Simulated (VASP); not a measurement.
# PbI2 (P-3m1) in VASP: further runs

Aim: see how the results for PbI2 move with the level of theory and the settings. Levels: PBE, r2SCAN, HSE06. Tasks: single point.

All numbers are computed with VASP 6.6.1; they aren't measurements. Logs are shortened: lines on timing, memory, paths and dates and some standing lists are left out, and cuts for length are marked.

### 1 The cell of the first run

The structure is trigonal, space group P-3m1 (No. 164). The conventional cell has a = 4.564 Å, b = 4.564 Å, c = 7.048 Å, α = 90.00°, β = 90.00°, γ = 120.00°. Within 4.3 Å of Pb (site symmetry -3m) lie 6 I at 3.24 Å. Within 4.3 Å of I (site symmetry 3m) lie 3 Pb at 3.24 Å and 3 I at 4.21 Å.

### 2 Single point, PBE

The input, INCAR:

```
SYSTEM = PbI2
ALGO = Normal
EDIFF = 1E-6
ENCUT = 500
GGA = PE
GGA_COMPAT = .False.
ISIF = 2
ISMEAR = 0
LASPH = .True.
LCHARG = .False.
LREAL = .False.
LWAVE = .False.
NBANDS = 21
NELM = 120
PREC = Accurate
SIGMA = 0.01
```

The input, KPOINTS:

```
k-points
0
Gamma
  6 6 2
  0 0 0
```

The input, POSCAR:

```
PbI2
1.0
    4.5640817254      0.0000000000      0.0000000000
   -2.2820408627      3.9526107191      0.0000000000
    0.0000000000      0.0000000000      7.0475120745
Pb I
1 2
Direct
    0.0000000000      0.0000000000      0.0000000000
    0.3333333333      0.6666666667      0.2667068028
    0.6666666667      0.3333333333      0.7332931972
```

Potentials or basis: VASP PAW PBE potentials, release 64 (Pb_d, I).

Run with:

```
> cat potpaw_PBE.64/Pb_d/POTCAR potpaw_PBE.64/I/POTCAR > POTCAR
> mpirun -np 1 vasp_std > vasp.out
```

OUTCAR:

```text
SYSTEM = PbI2
   EDIFF = 1E-6
   ENCUT = 500
   GGA = PE
   ISIF = 2
   ISMEAR = 0
   LASPH = .True.
   LREAL = .False.
   NELM = 120
   PREC = Accurate

 ion  position               nearest neighbor table
   1  0.000  0.000  0.000-   2 3.24   3 3.24   2 3.24   3 3.24   3 3.24   2 3.24
   2  0.333  0.667  0.267-   1 3.24   1 3.24   1 3.24
   3  0.667  0.333  0.733-   1 3.24   1 3.24   1 3.24

  LATTYP: Found a hexagonal cell.
 ALAT       =     4.5640817254
 C/A-ratio  =     1.5441248642

  Lattice vectors:

 A1 = (   4.5640817254,   0.0000000000,   0.0000000000)
 A2 = (  -2.2820408627,   3.9526107191,   0.0000000000)
 A3 = (   0.0000000000,   0.0000000000,   7.0475120745)

Analysis of symmetry for initial positions (statically):
=====================================================================
 Subroutine PRICEL returns:
 Original cell was already a primitive cell.

 Routine SETGRP: Setting up the symmetry group for a
 hexagonal supercell.

 Subroutine GETGRP returns: Found 12 space group operations
 (whereof 12 operations were pure point group operations)
 out of a pool of 24 trial point group operations.

The static configuration has the point symmetry D_3d.

Analysis of symmetry for dynamics (positions and initial velocities):
=====================================================================
 Subroutine PRICEL returns:
 Original cell was already a primitive cell.

 Routine SETGRP: Setting up the symmetry group for a
 hexagonal supercell.

 Subroutine GETGRP returns: Found 12 space group operations
 (whereof 12 operations were pure point group operations)
 out of a pool of 24 trial point group operations.

The dynamic configuration has the point symmetry D_3d.

 Subroutine INISYM returns: Found 12 space group operations
 (whereof 12 operations are pure point group operations),
 and found     1 'primitive' translations

----------------------------------------------------------------------------------------

                                     Primitive cell

  volume of cell :     127.1374

  direct lattice vectors                    reciprocal lattice vectors
     4.564081725  0.000000000  0.000000000     0.219102124  0.126498670  0.000000000
    -2.282040863  3.952610719  0.000000000     0.000000000  0.252997341  0.000000000
     0.000000000  0.000000000  7.047512075     0.000000000  0.000000000  0.141894046

  length of vectors
     4.564081725  4.564081725  7.047512075     0.252997341  0.252997341  0.141894046

[... 70 lines left out ...]
   NELM   =    120;   NELMIN=  2; NELMDL= -5     # of ELM steps
   EDIFF  = 0.1E-05   stopping-criterion for ELM
   LREAL  =      F    real-space projection
   EDIFFG = 0.1E-04   stopping-criterion for IOM
   NSW    =      0    number of steps for IOM
   IBRION =     -1    ionic relax: 0-MD 1-quasi-New 2-CG
   NFREE  =      0    steps in history (QN), initial steepest desc. (CG)
   ISIF   =      2    stress and relaxation
   ISYM   =      2    0-nonsym 1-usesym 2-fastsym
   POTIM  = 0.5000    time-step for ionic-motion
   TEBEG  =    0.0;   TEEND  =   0.0 temperature during run
   PSTRESS=    0.0 pullay stress
   NELECT =      28.0000    total number of electrons
   NUPDOWN=      -1.0000    fix difference up-down
   EMIN   =  10.00;   EMAX   =-10.00  energy-range for DOS
   EFERMI =   0.00;   METHOD = LEGACY
   ISMEAR =     0;   SIGMA  =   0.01  broadening in eV -4-tet -1-fermi 0-gaus
   EFERMI_NEDOS =   21; number of points for ismear=-14 and -15
   IALGO  =     38    algorithm
   IMIX   =      4    mixing-type and parameters
     AMIX     =   0.40;   BMIX     =  1.00
     AMIX_MAG =   1.60;   BMIX_MAG =  1.00
  volume/ion in A,a.u.               =      42.38       285.99
  Fermi-wavevector in a.u.,A,eV,Ry     =   0.988636  1.868251 13.298349  0.977401
  Thomas-Fermi vector in A             =   2.120177
   LORBIT       =      0    0 simple, 1 ext, 2 COOP (PROOUT), +10 PAW based schemes
   GGA     = PE    functional components
   LHFCALC =     F    Hartree Fock is set to
   AEXX    =    0.0000 exact exchange contribution
   IVDW    =     0    specifies the selected vdW correction
   LEPSILON=     F    determine dielectric tensor
   LRPA    =     F    only Hartree local field effects (RPA)
 non-spin polarized calculation
 Gauss-broadening in eV      SIGMA  =   0.01
  energy-cutoff  :      500.00
  volume of cell :      127.14
 maximum number of plane-waves:      3244
 NGX is ok and might be reduce to    36
   NGX = 17   NGY = 17   NGZ = 25

 number of electron      27.9999999 magnetization

 Free energy of the ion-electron system (eV)
  ---------------------------------------------------
  ext. energy  EPLUGINS =         0.00000000
  ---------------------------------------------------
  free energy    TOTEN  =        -8.56919540 eV

  energy without entropy =       -8.56919540  energy(sigma->0) =       -8.56919540

 E-fermi :   2.6713     XC(G=0):  -8.0740

 val. band max:        2.5565262493   @ k =   0.0000   0.0000   0.5000
 cond. band min:       4.7862688914   @ k =   0.0000   0.0000   0.5000
 fundamental gap:      2.2297426421
 Fermi energy:         2.6713115577

 k-point     1 :       0.0000    0.0000    0.0000
  band No.  band energies     occupation
      1     -13.5886      2.00000
      2     -13.5886      2.00000
      3     -13.5752      2.00000
      4     -13.5685      2.00000
      5     -13.5685      2.00000
      6      -9.5966      2.00000
[... 325 lines left out ...]
     20      10.2754      0.00000
     21      10.6955      0.00000

------------------------ aborting loop because EDIFF is reached ----------------------------------------

  FORCE on cell =-STRESS in cart. coord.  units (eV):
  Direction    XX          YY          ZZ          XY          YZ          ZX
  --------------------------------------------------------------------------------------
  -------------------------------------------------------------------------------------
  Total        1.0058429      1.0058429      0.9674743      0.0000000      0.0000000      0.0000000
  in kB       12.6755686     12.6755686     12.1920500      0.0000000      0.0000000      0.0000000
  external PRESSURE =      12.5143958 kB  Pullay stress =       0.0000000 kB

 VOLUME and BASIS-vectors are now :
 -----------------------------------------------------------------------------
  energy-cutoff  :      500.00
  volume of cell :      127.14
      direct lattice vectors                 reciprocal lattice vectors
     4.564081725  0.000000000  0.000000000     0.219102124  0.126498670  0.000000000
    -2.282040863  3.952610719  0.000000000     0.000000000  0.252997341  0.000000000
     0.000000000  0.000000000  7.047512075     0.000000000  0.000000000  0.141894046

 POSITION                                       TOTAL-FORCE (eV/Angst)
 -----------------------------------------------------------------------------------
      0.00000      0.00000      0.00000         0.000000      0.000000      0.000000
     -0.00000      2.63507      1.87962         0.000000      0.000000      0.044441
      2.28204      1.31754      5.16789        -0.000000      0.000000     -0.044441
 -----------------------------------------------------------------------------------
    total drift:                                0.000000      0.000000     -0.000000

  FREE ENERGIE OF THE ION-ELECTRON SYSTEM (eV)
  ---------------------------------------------------
  free  energy   TOTEN  =        -8.5691953990 eV

  energy  without entropy=       -8.5691953990  energy(sigma->0) =       -8.56919540
```

OSZICAR:

```text
N       E                     dE             d eps       ncg     rms          rms(c)
DAV:   1     0.229671841578E+03    0.22967E+03   -0.11511E+04   588   0.114E+03
DAV:   2     0.136489792834E+02   -0.21602E+03   -0.20614E+03   621   0.289E+02
DAV:   3    -0.797352222596E+01   -0.21623E+02   -0.21387E+02   766   0.103E+02
DAV:   4    -0.873564644755E+01   -0.76212E+00   -0.76132E+00   786   0.221E+01
DAV:   5    -0.875592818160E+01   -0.20282E-01   -0.20281E-01   807   0.318E+00    0.350E+00
DAV:   6    -0.857038728390E+01    0.18554E+00   -0.45141E-01   789   0.425E+00    0.238E+00
DAV:   7    -0.856641554223E+01    0.39717E-02   -0.17201E-01   771   0.191E+00    0.112E+00
DAV:   8    -0.856901490284E+01   -0.25994E-02   -0.21925E-02   668   0.128E+00    0.205E-01
DAV:   9    -0.856903255554E+01   -0.17653E-04   -0.29062E-03   694   0.405E-01    0.975E-02
DAV:  10    -0.856917251277E+01   -0.13996E-03   -0.38363E-04   688   0.141E-01    0.278E-02
DAV:  11    -0.856919523349E+01   -0.22721E-04   -0.53036E-05   747   0.400E-02    0.148E-02
DAV:  12    -0.856919539897E+01   -0.16548E-06   -0.87057E-06   692   0.164E-02
   1 F= -.85691954E+01 E0= -.85691954E+01  d E =-.470866E-61
```

Run time: 28 s. Hardware: 1 thread of Intel Xeon Platinum 8488C (Sapphire Rapids), shared host; peak memory 0.25 GiB.

What came out:

```
Free energy            : -8.5692 eV
Pressure               : 1.3 GPa
Largest force          : 0.044 eV/Å
Band gap on the k mesh : 2.23 eV
```

Forces on the atoms (eV/Å):
```
Pb   0.000  0.000  0.000
I    0.000  0.000  0.044
I    0.000  0.000 -0.044
```

Caveat: the k points lie up to 0.45 Å⁻¹ apart; spin-orbit coupling is left out, which moves the levels of the heavy elements; this functional lacks dispersion, which binds layers or chains, so the pressure and a relaxed spacing across them are unreliable. A k mesh can miss the band edges.

### 3 Single point, PBE

The input, INCAR:

```
  ALGO = Normal
  EDIFF = 1E-6
  ENCUT = 500
  GGA = PE
  GGA_COMPAT = False
  ISIF = 2
  ISMEAR = 0
  LASPH = True
  LCHARG = True
  LELF = True
  LREAL = False
  LVHAR = True
  LWAVE = False
  NBANDS = 21
  NELM = 120
  PREC = Accurate
  SIGMA = 0.01
```

The input, KPOINTS:

```
k-points
0
Gamma
  6 6 2
```

POSCAR is that of step 2.

Potentials or basis: VASP PAW PBE potentials, release 64 (Pb_d, I).

Run with:

```
> cat potpaw_PBE.64/Pb_d/POTCAR potpaw_PBE.64/I/POTCAR > POTCAR
> mpirun -np 1 vasp_std > vasp.out
```

It took 27 s on 1 thread of Intel Xeon Platinum 8488C (Sapphire Rapids), shared host; peak memory 0.24 GiB.

The run converged. Its results:

```yaml
Free_energy: -8.5692 eV
Pressure: 1.3 GPa
Largest_force: 0.044 eV/Å
Band_gap_on_the_k_mesh: 2.23 eV
```

Forces on the atoms (eV/Å):
```
Pb   0.000  0.000  0.000
I    0.000  0.000  0.044
I    0.000  0.000 -0.044
```

Levels at points of the mesh, in eV from the valence-band top:
```tsv
k point	band 10	band 11	band 12	band 13	band 14	band 15	band 16	band 17	band 18	band 19
(0.00, 0.00, 0.00)	-0.98	-0.98	-0.90	-0.90	-0.74	2.49	3.34	3.34	6.38	7.39
(0.50, 0.00, 0.00)	-2.37	-2.02	-1.57	-0.76	-0.39	2.84	3.64	4.61	5.08	8.04
(0.00, 0.00, 0.50)	-1.11	-1.11	-0.72	-0.72	0.00	2.23	3.16	3.16	6.37	7.34
(0.50, 0.00, 0.50)	-1.81	-1.72	-1.33	-1.12	-0.69	3.17	3.68	4.07	5.78	7.52
```

Caveat: the k points lie up to 0.45 Å⁻¹ apart; spin-orbit coupling is left out, which moves the levels of the heavy elements; this functional lacks dispersion, which binds layers or chains, so the pressure and a relaxed spacing across them are unreliable. A k mesh can miss the band edges.

### 4 Single point, PBE

The input, INCAR:

```
PREC = Accurate
ENCUT = 500
EDIFF = 1E-6
ISMEAR = 0
SIGMA = 0.01
LREAL = False
LASPH = True
NELM = 120
ALGO = Normal
ISIF = 2
LWAVE = False
LCHARG = False
GGA = PE
NBANDS = 21
GGA_COMPAT = False
```

The input, KPOINTS:

```
Automatic mesh
0
Gamma
  6 6 4
```

POSCAR is that of step 3.

Run with:

```
> cat potpaw_PBE.64/Pb_d/POTCAR potpaw_PBE.64/I/POTCAR > POTCAR
> mpirun -np 1 vasp_std > vasp.out
```

Run time: 39 s. Hardware: 1 thread of Intel Xeon Platinum 8488C (Sapphire Rapids), shared host; peak memory 0.26 GiB.

It converged, with:

```
Free energy            : -8.5705 eV
Pressure               : 1.2 GPa
Largest force          : 0.046 eV/Å
Band gap on the k mesh : 2.23 eV
```

Forces on the atoms (eV/Å):
```
Pb   0.000  0.000  0.000
I    0.000  0.000  0.046
I    0.000  0.000 -0.046
```

Levels at points of the mesh, in eV from the valence-band top:
```
           k point  band 10  band 11  band 12  band 13  band 14  band 15  band 16  band 17  band 18  band 19
(0.00, 0.00, 0.00)    -0.98    -0.98    -0.90    -0.90    -0.74     2.49     3.34     3.34     6.38     7.39
(0.50, 0.00, 0.00)    -2.37    -2.02    -1.57    -0.76    -0.39     2.84     3.64     4.61     5.08     8.04
(0.00, 0.00, 0.50)    -1.11    -1.11    -0.72    -0.72     0.00     2.23     3.17     3.17     6.37     7.34
(0.50, 0.00, 0.50)    -1.81    -1.72    -1.33    -1.12    -0.69     3.17     3.68     4.07     5.78     7.52
```

Caveat: spin-orbit coupling is left out, which moves the levels of the heavy elements; this functional lacks dispersion, which binds layers or chains, so the pressure and a relaxed spacing across them are unreliable. A k mesh can miss the band edges.

### 5 Single point, r2SCAN

POSCAR is that of step 4.

The input, INCAR.step1:

```
PREC     = Accurate       # precision mode
ENCUT    = 550            # plane-wave cutoff, eV
ISMEAR   = 0              # smearing method
SIGMA    = 0.01           # smearing width, eV
LREAL    = False          # projectors in reciprocal space
LASPH    = True           # aspherical terms in the spheres
NELM     = 120            # most SCF steps
NBANDS   = 21             # bands
GGA      = PE             # functional
ALGO     = Normal         # electronic algorithm
EDIFF    = 1E-5           # SCF threshold, eV
LWAVE    = True           # write WAVECAR
LCHARG   = False          # write CHGCAR
GGA_COMPAT= False
```

The input, INCAR.step2:

```
PREC     = Accurate       # precision mode
ENCUT    = 550            # plane-wave cutoff, eV
EDIFF    = 1E-6           # SCF threshold, eV
ISMEAR   = 0              # smearing method
SIGMA    = 0.01           # smearing width, eV
LREAL    = False          # projectors in reciprocal space
LASPH    = True           # aspherical terms in the spheres
NELM     = 120            # most SCF steps
ALGO     = Normal         # electronic algorithm
ISIF     = 2              # what is computed and relaxed
LWAVE    = False          # write WAVECAR
LCHARG   = False          # write CHGCAR
METAGGA  = R2SCAN         # meta-GGA
LMIXTAU  = True         
NBANDS   = 21             # bands
ISTART   = 1            
GGA_COMPAT= False
```

The input, KPOINTS:

```
Automatic mesh
0
Gamma
  6 6 2
```

Run with:

```
> cat potpaw_PBE.64/Pb_d/POTCAR potpaw_PBE.64/I/POTCAR > POTCAR
> cp INCAR.step1 INCAR
> mpirun -np 1 vasp_std > vasp.out
> cp INCAR.step2 INCAR
> mpirun -np 1 vasp_std > vasp.out
```

It took 93 s on 1 thread of Intel Xeon Platinum 8488C (Sapphire Rapids), shared host; peak memory 0.28 GiB.

The run converged. Its results:

```yaml
Free_energy: -107.6739 eV
Pressure: 0.7 GPa
Largest_force: 0.006 eV/Å
Band_gap_on_the_k_mesh: 2.62 eV
```

Forces in eV/Å, atoms in the order of the input:
```
Pb   0.000  0.000  0.000
I    0.000  0.000 -0.006
I    0.000  0.000  0.006
```

Levels at points of the mesh, in eV from the valence-band top:
```csv
k point,band 12,band 13,band 14,band 15,band 16,band 17
"(0.00, 0.00, 0.00)",-0.97,-0.97,-0.78,2.85,3.65,3.65
"(0.50, 0.00, 0.00)",-1.64,-0.84,-0.42,3.22,3.97,4.99
"(0.00, 0.00, 0.50)",-0.79,-0.79,0.00,2.62,3.47,3.47
"(0.50, 0.00, 0.50)",-1.38,-1.20,-0.74,3.53,4.03,4.41
```

Caveat: the k points lie up to 0.45 Å⁻¹ apart; the PAW data sets were made with another functional, which shifts forces and pressure a little; spin-orbit coupling is left out, which moves the levels of the heavy elements. A k mesh can miss the band edges.

### 6 Single point, HSE06

POSCAR is that of step 5.

The input, INCAR.step1:

```
SYSTEM = PbI2
PREC = Accurate ; ENCUT = 400
EDIFF = 1E-5 ; ISMEAR = 0
SIGMA = 0.01 ; LREAL = .FALSE.
LASPH = .TRUE. ; NELM = 120
ALGO = Normal ; ISIF = 2
LWAVE = .TRUE. ; LCHARG = .FALSE.
NBANDS = 21 ; GGA = PE
GGA_COMPAT = .FALSE.
```

The input, INCAR.step2:

```
SYSTEM = PbI2
PREC = Accurate ; ENCUT = 400
EDIFF = 1E-6 ; ISMEAR = 0
SIGMA = 0.01 ; LREAL = .FALSE.
LASPH = .TRUE. ; NELM = 120
ALGO = Normal ; ISIF = 2
LWAVE = .FALSE. ; LCHARG = .FALSE.
GGA = PE ; LHFCALC = .TRUE.
HFSCREEN = 0.2079 ; PRECFOCK = Normal
NBANDS = 21 ; ISTART = 1
GGA_COMPAT = .FALSE.
```

The input, KPOINTS:

```
Automatic mesh
0
G
  6 6 2
  0 0 0
```

Potentials or basis: VASP PAW PBE potentials, release 64 (Pb_d, I).

Run with:

```
> cat potpaw_PBE.64/Pb_d/POTCAR potpaw_PBE.64/I/POTCAR > POTCAR
> cp INCAR.step1 INCAR
> mpirun -np 1 vasp_std > vasp.out
> cp INCAR.step2 INCAR
> mpirun -np 1 vasp_std > vasp.out
```

Run time: 30 min. Hardware: 1 thread of Intel Xeon Platinum 8488C (Sapphire Rapids), shared host; peak memory 0.34 GiB.

It converged, with:

```yaml
Free_energy: -10.3363 eV
Pressure: 0.7 GPa
Largest_force: 0.077 eV/Å
Band_gap_on_the_k_mesh: 2.93 eV
```

Forces in eV/Å, atoms in the order of the input:
```
Pb   0.000  0.000  0.000
I    0.000  0.000 -0.077
I    0.000  0.000  0.077
```

Stress tensor (GPa, compression positive):
```
0.72 0.00 0.00
0.00 0.72 0.00
0.00 0.00 0.57
```

Levels at points of the mesh, in eV from the valence-band top:
```
           k point  band 10  band 11  band 12  band 13  band 14  band 15  band 16  band 17  band 18  band 19
(0.00, 0.00, 0.00)    -1.15    -1.15    -1.08    -1.08    -0.88     3.18     4.08     4.08     7.19     8.25
(0.50, 0.00, 0.00)    -2.66    -2.28    -1.77    -0.93    -0.45     3.55     4.38     5.43     5.80     8.92
(0.00, 0.00, 0.50)    -1.30    -1.30    -0.89    -0.89     0.00     2.93     3.89     3.89     7.19     8.19
(0.50, 0.00, 0.50)    -2.04    -1.93    -1.49    -1.32    -0.80     3.89     4.43     4.85     6.53     8.41
```

Caveat: the k points lie up to 0.45 Å⁻¹ apart; the PAW data sets were made with another functional, which shifts forces and pressure a little; spin-orbit coupling is left out, which moves the levels of the heavy elements; this functional lacks dispersion, which binds layers or chains, so the pressure and a relaxed spacing across them are unreliable.

### 7 The runs side by side

```tsv
level	k mesh	cutoff (eV)	grid for exact exchange (PRECFOCK)	share of exact exchange	screening parameter	gap on the mesh (eV)	pressure (GPa)	largest force (eV/Å)
PBE	6 × 6 × 2	500	-	-	-	2.23	1.3	0.04
PBE	6 × 6 × 4	500	-	-	-	2.23	1.2	0.05
r2SCAN	6 × 6 × 2	550	-	-	-	2.62	0.7	0.01
HSE06	6 × 6 × 2	400	Normal	0.25	0.2079 1/Å	2.93	0.7	0.08
```

Alike in all rows: task single point; potentials or basis VASP PAW PBE potentials, release 64 (Pb_d, I); no spin polarisation; cell as given; smearing gaussian 0.01 eV.

Caveats: some runs use coarse meshes; spin-orbit coupling is left out, which moves the levels of the heavy elements; this functional lacks dispersion, which binds layers or chains, so the pressure and a relaxed spacing across them are unreliable (at least some runs); the PAW data sets were made with another functional, which shifts forces and pressure a little (at least some runs).

Total energies depend on the potentials used, so only differences within one code and one set of settings carry meaning.
